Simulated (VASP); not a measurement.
# TaMo4 (Pm-3m) in VASP: notebook

TaMo4 is run at these levels: PBE; tasks: single point.

All numbers are computed with VASP 6.6.1; they aren't measurements. Logs are shortened: lines on timing, memory, paths and dates and some standing lists are left out, and cuts for length are marked.

## (1) The cell of the first run

It takes space group Pm-3m (No. 221, cubic). Conventional cell: a = 4.650 Å, b = 4.650 Å, c = 4.650 Å, α = 90.00°, β = 90.00°, γ = 90.00°. Ta (site symmetry m-3m) has 6 Mo at 2.32 Å within 3.1 Å. Within 3.1 Å of Mo (site symmetry 4/mmm) lie 2 Ta at 2.32 Å. Within 4.3 Å of Mo (site symmetry m-3m) lie 12 Mo at 3.29 Å and 8 Ta at 4.03 Å.

## (2) Single point, PBE

Contents of INCAR:

```
PREC = Accurate ; ENCUT = 520
EDIFF = 1E-6 ; ISMEAR = 0
SIGMA = 0.1 ; LREAL = False
LASPH = True ; NELM = 60
ALGO = Fast ; ISIF = 2
LWAVE = False ; LCHARG = False
GGA = PE ; NBANDS = 42
```

Contents of KPOINTS:

```
Automatic mesh
0
Gamma
  4 4 4
```

Contents of POSCAR:

```
TaMo4
1.0
    4.6499427100      0.0000000000      0.0000000000
    0.0000000000      4.6499427100      0.0000000000
    0.0000000000      0.0000000000      4.6499427100
Ta Mo
1 4
Direct
    0.5000000000      0.5000000000      0.5000000000
    0.0000000000      0.5000000000      0.5000000000
    0.5000000000      0.0000000000      0.5000000000
    0.5000000000      0.5000000000      0.0000000000
    0.0000000000      0.0000000000      0.0000000000
```

Potentials or basis: VASP PAW PBE potentials, release 64 (Ta_pv, Mo_sv).

Run with:

```console
> cat potpaw_PBE.64/Ta_pv/POTCAR potpaw_PBE.64/Mo_sv/POTCAR > POTCAR
> mpirun -np 1 vasp_std > vasp.out
```

OUTCAR:

```text
PREC = Accurate
   ENCUT = 520
   EDIFF = 1E-6
   ISMEAR = 0
   LREAL = False
   LASPH = True
   NELM = 60
   ISIF = 2
   GGA = PE

 ion  position               nearest neighbor table
   1  0.500  0.500  0.500-   2 2.32   3 2.32   4 2.32   4 2.32   3 2.32   2 2.32
   2  0.000  0.500  0.500-   1 2.32   1 2.32   4 3.29   5 3.29   4 3.29   5 3.29   3 3.29   5 3.29
                             5 3.29   3 3.29   3 3.29   4 3.29   4 3.29   3 3.29
   3  0.500  0.000  0.500-   1 2.32   1 2.32   4 3.29   5 3.29   4 3.29   5 3.29   2 3.29   2 3.29
                             4 3.29   4 3.29   2 3.29   5 3.29   5 3.29   2 3.29
   4  0.500  0.500  0.000-   1 2.32   1 2.32   3 3.29   5 3.29   2 3.29   2 3.29   3 3.29   3 3.29
                             5 3.29   3 3.29   2 3.29   5 3.29   2 3.29   5 3.29
   5  0.000  0.000  0.000-   2 3.29   3 3.29   4 3.29   2 3.29   3 3.29   2 3.29   4 3.29   2 3.29
                             3 3.29   4 3.29   3 3.29   4 3.29

  LATTYP: Found a simple cubic cell.
 ALAT       =     4.6499427100

  Lattice vectors:

 A1 = (   4.6499427100,   0.0000000000,   0.0000000000)
 A2 = (   0.0000000000,   4.6499427100,   0.0000000000)
 A3 = (   0.0000000000,   0.0000000000,   4.6499427100)

Analysis of symmetry for initial positions (statically):
=====================================================================
 Subroutine PRICEL returns:
 Original cell was already a primitive cell.

 Routine SETGRP: Setting up the symmetry group for a
 simple cubic supercell.

 Subroutine GETGRP returns: Found 48 space group operations
 (whereof 48 operations were pure point group operations)
 out of a pool of 48 trial point group operations.

The static configuration has the point symmetry O_h .

Analysis of symmetry for dynamics (positions and initial velocities):
=====================================================================
 Subroutine PRICEL returns:
 Original cell was already a primitive cell.

 Routine SETGRP: Setting up the symmetry group for a
 simple cubic supercell.

 Subroutine GETGRP returns: Found 48 space group operations
 (whereof 48 operations were pure point group operations)
 out of a pool of 48 trial point group operations.

The dynamic configuration has the point symmetry O_h .

 Subroutine INISYM returns: Found 48 space group operations
 (whereof 48 operations are pure point group operations),
 and found     1 'primitive' translations

----------------------------------------------------------------------------------------

                                     Primitive cell

  volume of cell :     100.5409

  direct lattice vectors                    reciprocal lattice vectors
     4.649942710  0.000000000  0.000000000     0.215056413  0.000000000  0.000000000
     0.000000000  4.649942710  0.000000000     0.000000000  0.215056413  0.000000000
     0.000000000  0.000000000  4.649942710     0.000000000  0.000000000  0.215056413

  length of vectors
     4.649942710  4.649942710  4.649942710     0.215056413  0.215056413  0.215056413

  position of ions in fractional coordinates (direct lattice)
     0.500000000  0.500000000  0.500000000
     0.000000000  0.500000000  0.500000000
     0.500000000  0.000000000  0.500000000
     0.500000000  0.500000000  0.000000000
     0.000000000  0.000000000  0.000000000

  ion indices of the primitive-cell ions
   primitive index   ion index
                 1           1
                 2           2
                 3           3
                 4           4
                 5           5

----------------------------------------------------------------------------------------

 KPOINTS: Automatic mesh

Automatic generation of k-mesh.
 Grid dimensions read from file:
 generate k-points for:    4    4    4

 Generating k-lattice:

  Cartesian coordinates                     Fractional coordinates (reciprocal lattice)
     0.053764103  0.000000000  0.000000000     0.250000000  0.000000000  0.000000000
     0.000000000  0.053764103  0.000000000     0.000000000  0.250000000  0.000000000
     0.000000000  0.000000000  0.053764103     0.000000000  0.000000000  0.250000000

  Length of vectors
     0.053764103  0.053764103  0.053764103

  Shift w.r.t. Gamma in fractional coordinates (k-lattice)
     0.000000000  0.000000000  0.000000000

 Subroutine IBZKPT returns following result:
 ===========================================

 Found     10 irreducible k-points:

 Following reciprocal coordinates:
            Coordinates               Weight
  0.000000  0.000000  0.000000      1.000000
  0.250000  0.000000  0.000000      6.000000
  0.500000  0.000000  0.000000      3.000000
  0.250000  0.250000  0.000000     12.000000
  0.500000  0.250000  0.000000     12.000000
  0.500000  0.500000  0.000000      3.000000
  0.250000  0.250000  0.250000      8.000000
  0.500000  0.250000  0.250000     12.000000
  0.500000  0.500000  0.250000      6.000000
  0.500000  0.500000  0.500000      1.000000
   k-points           NKPTS =     10   k-points in BZ     NKDIM =     10   number of bands    NBANDS=     42
   number of dos      NEDOS =    301   number of ions     NIONS =      5
   total plane-waves  NPLWV =  46656
   dimension x,y,z NGX =    36 NGY =   36 NGZ =   36
   dimension x,y,z NGXF=    72 NGYF=   72 NGZF=   72
   ions per type =               1   4
   NGX,Y,Z   is equivalent  to a cutoff of  12.87, 12.87, 12.87 a.u.
   NGXF,Y,Z  is equivalent  to a cutoff of  25.74, 25.74, 25.74 a.u.
 SYSTEM =  unknown system
   PREC   = accura    normal or accurate (medium, high low for compatibility)
   ISTART =      0    job   : 0-new  1-cont  2-samecut
   ICHARG =      2    charge: 1-file 2-atom 10-const
   ISPIN  =      1    spin polarized calculation?
   LNONCOLLINEAR =      F non collinear calculations
   LSORBIT =      F    spin-orbit coupling
   LASPH  =      T    aspherical Exc in radial PAW
   ENCUT  =  520.0 eV  38.22 Ry    6.18 a.u.   8.65  8.65  8.65*2*pi/ulx,y,z
   NELM   =     60;   NELMIN=  2; NELMDL= -5     # of ELM steps
   EDIFF  = 0.1E-05   stopping-criterion for ELM
   LREAL  =      F    real-space projection
   EDIFFG = 0.1E-04   stopping-criterion for IOM
   NSW    =      0    number of steps for IOM
   IBRION =     -1    ionic relax: 0-MD 1-quasi-New 2-CG
   NFREE  =      0    steps in history (QN), initial steepest desc. (CG)
   ISIF   =      2    stress and relaxation
   ISYM   =      2    0-nonsym 1-usesym 2-fastsym
   POTIM  = 0.5000    time-step for ionic-motion
   TEBEG  =    0.0;   TEEND  =   0.0 temperature during run
   PSTRESS=    0.0 pullay stress
   NELECT =      67.0000    total number of electrons
   NUPDOWN=      -1.0000    fix difference up-down
   EMIN   =  10.00;   EMAX   =-10.00  energy-range for DOS
   EFERMI =   0.00;   METHOD = LEGACY
   ISMEAR =     0;   SIGMA  =   0.10  broadening in eV -4-tet -1-fermi 0-gaus
   EFERMI_NEDOS =   21; number of points for ismear=-14 and -15
   IALGO  =     68    algorithm
   IMIX   =      4    mixing-type and parameters
     AMIX     =   0.40;   BMIX     =  1.00
     AMIX_MAG =   1.60;   BMIX_MAG =  1.00
  volume/ion in A,a.u.               =      20.11       135.70
  Fermi-wavevector in a.u.,A,eV,Ry     =   1.429943  2.702201 27.820349  2.044738
  Thomas-Fermi vector in A             =   2.549842
   LORBIT       =      0    0 simple, 1 ext, 2 COOP (PROOUT), +10 PAW based schemes
   GGA     = PE    functional components
   LHFCALC =     F    Hartree Fock is set to
   AEXX    =    0.0000 exact exchange contribution
   IVDW    =     0    specifies the selected vdW correction
   LEPSILON=     F    determine dielectric tensor
   LRPA    =     F    only Hartree local field effects (RPA)
 non-spin polarized calculation
 RMM-DIIS sequential band-by-band and
 Gauss-broadening in eV      SIGMA  =   0.10
  energy-cutoff  :      520.00
  volume of cell :      100.54
 maximum number of plane-waves:      2800
 NGX is ok and might be reduce to    36
   NGX = 17   NGY = 17   NGZ = 17

 number of electron      66.9999980 magnetization

 Free energy of the ion-electron system (eV)
  ---------------------------------------------------
  ext. energy  EPLUGINS =         0.00000000
  ---------------------------------------------------
  free energy    TOTEN  =       -45.13518272 eV

  energy without entropy =      -45.10193938  energy(sigma->0) =      -45.11856105

 E-fermi :   7.8540     XC(G=0): -11.8025

 val. band max:        7.7858132704   @ k =   0.5000   0.0000   0.0000
 cond. band min:       7.8913956672   @ k =   0.5000   0.5000   0.0000
 fundamental gap:      0.1055823969
 Fermi energy:         7.8539864065

 k-point     1 :       0.0000    0.0000    0.0000
  band No.  band energies     occupation
      1     -53.4203      2.00000
      2     -53.0100      2.00000
      3     -52.9878      2.00000
      4     -52.9878      2.00000
      5     -28.7743      2.00000
      6     -28.7743      2.00000
[... 34 lines left out ...]
     41      10.0407      0.00000
     42      10.0407      0.00000

 k-point     2 :       0.2500    0.0000    0.0000
  band No.  band energies     occupation
      1     -53.4201      2.00000
      2     -53.0092      2.00000
      3     -52.9941      2.00000
      4     -52.9877      2.00000
      5     -28.7646      2.00000
      6     -28.7646      2.00000
[... 34 lines left out ...]
     41      10.0453      0.00000
     42      12.0593      0.00000

 k-point     3 :       0.5000    0.0000    0.0000
  band No.  band energies     occupation
      1     -53.4198      2.00000
      2     -53.0056      2.00000
      3     -53.0032      2.00000
      4     -52.9877      2.00000
      5     -28.7548      2.00000
      6     -28.7548      2.00000
[... 267 lines left out ...]
      4     -53.0006      2.00000
      5     -28.2907      2.00000
      6     -27.5455      2.00000
[... 34 lines left out ...]
     41       9.9794      0.00000
     42      10.0535      0.00000

 k-point    10 :       0.5000    0.5000    0.5000
  band No.  band energies     occupation
      1     -53.4195      2.00000
      2     -53.0057      2.00000
      3     -53.0057      2.00000
      4     -53.0057      2.00000
      5     -27.5905      2.00000
      6     -27.4589      2.00000
[... 34 lines left out ...]
     41       9.5783      0.00000
     42       9.5800      0.00000

------------------------ aborting loop because EDIFF is reached ----------------------------------------

  FORCE on cell =-STRESS in cart. coord.  units (eV):
  Direction    XX          YY          ZZ          XY          YZ          ZX
  --------------------------------------------------------------------------------------
  -------------------------------------------------------------------------------------
  Total        1.1850740      1.1850740      1.1850740      0.0000000     -0.0000000      0.0000000
  in kB       18.8848366     18.8848366     18.8848366      0.0000000     -0.0000000      0.0000000
  external PRESSURE =      18.8848366 kB  Pullay stress =       0.0000000 kB

 VOLUME and BASIS-vectors are now :
 -----------------------------------------------------------------------------
  energy-cutoff  :      520.00
  volume of cell :      100.54
      direct lattice vectors                 reciprocal lattice vectors
     4.649942710  0.000000000  0.000000000     0.215056413  0.000000000  0.000000000
     0.000000000  4.649942710  0.000000000     0.000000000  0.215056413  0.000000000
     0.000000000  0.000000000  4.649942710     0.000000000  0.000000000  0.215056413

 POSITION                                       TOTAL-FORCE (eV/Angst)
 -----------------------------------------------------------------------------------
      2.32497      2.32497      2.32497         0.000000      0.000000      0.000000
      0.00000      2.32497      2.32497         0.000000      0.000000      0.000000
      2.32497      0.00000      2.32497         0.000000      0.000000      0.000000
      2.32497      2.32497      0.00000         0.000000      0.000000      0.000000
      0.00000      0.00000      0.00000         0.000000      0.000000      0.000000
 -----------------------------------------------------------------------------------
    total drift:                                0.000000      0.000000      0.000000

  FREE ENERGIE OF THE ION-ELECTRON SYSTEM (eV)
  ---------------------------------------------------
  free  energy   TOTEN  =       -45.1351827233 eV

  energy  without entropy=      -45.1019393773  energy(sigma->0) =      -45.11856105
```

It took 59 s on 1 thread of Intel Xeon Platinum 8259CL at 2.50GHz (Skylake/Cascade Lake), shared host; peak memory 0.21 GiB.

What came out:

- Free energy: -45.1352 eV
- Pressure: 1.9 GPa

Levels at points of the mesh, in eV from the Fermi level:
```
           k point  band 31  band 32  band 33  band 34  band 35  band 36
(0.00, 0.00, 0.00)    -1.16     1.31     1.31     1.77     1.77     1.77
(0.50, 0.00, 0.00)    -0.89    -0.07     0.09     0.09     0.21     0.21
(0.50, 0.50, 0.00)    -1.03    -0.07     0.04     0.04     0.04     0.16
(0.50, 0.50, 0.50)    -0.57    -0.41    -0.41    -0.41     0.06     1.44
```

Caveat: spin-orbit coupling is left out, which moves the levels of the heavy elements.

## (3) Single point, PBE

This run uses another cell than the first one, of 20.26 Å³/atom, 1.008 times its volume.

Contents of INCAR:

```
SYSTEM = TaMo4
PREC = Accurate
ENCUT = 520
EDIFF = 1E-6
ISMEAR = 0
SIGMA = 0.1
LREAL = .FALSE.
LASPH = .TRUE.
NELM = 80
ALGO = Normal
ISIF = 2
LWAVE = .FALSE.
LCHARG = .FALSE.
GGA = PE
NBANDS = 42
```

Contents of KPOINTS:

```
regular mesh
0
G
  4 4 4
  0 0 0
```

POSCAR, as its differences from that of step 2:

```diff
@@ -2,5 +2,5 @@
 1.0
-    4.6499427100      0.0000000000      0.0000000000
-    0.0000000000      4.6499427100      0.0000000000
-    0.0000000000      0.0000000000      4.6499427100
+    4.6618505539      0.0000000000      0.0000000000
+    0.0000000000      4.6618505539      0.0000000000
+    0.0000000000      0.0000000000      4.6618505539
 Ta Mo
```

Potentials or basis: VASP PAW PBE potentials, release 64 (Ta_pv, Mo_sv).

Run with:

```console
> cat potpaw_PBE.64/Ta_pv/POTCAR potpaw_PBE.64/Mo_sv/POTCAR > POTCAR
> mpirun -np 1 vasp_std > vasp.out
```

Run time: 52 s. Hardware: 1 thread of Intel Xeon Platinum 8259CL at 2.50GHz (Skylake/Cascade Lake), shared host; peak memory 0.21 GiB.

It converged, with:

```yaml
Free_energy: -45.1418 eV
Pressure: 0.8 GPa
```

Levels at points of the mesh, in eV from the Fermi level:
```
           k point  band 30  band 31  band 32  band 33  band 34  band 35  band 36  band 37
(0.00, 0.00, 0.00)    -1.14    -1.14     1.29     1.29     1.75     1.75     1.75     1.92
(0.50, 0.00, 0.00)    -1.57    -0.89    -0.08     0.09     0.09     0.20     0.20     0.61
(0.50, 0.50, 0.00)    -1.10    -1.02    -0.07     0.04     0.04     0.04     0.16     0.27
(0.50, 0.50, 0.50)    -0.56    -0.56    -0.42    -0.42    -0.42     0.02     1.42     1.42
```

Caveat: spin-orbit coupling is left out, which moves the levels of the heavy elements.
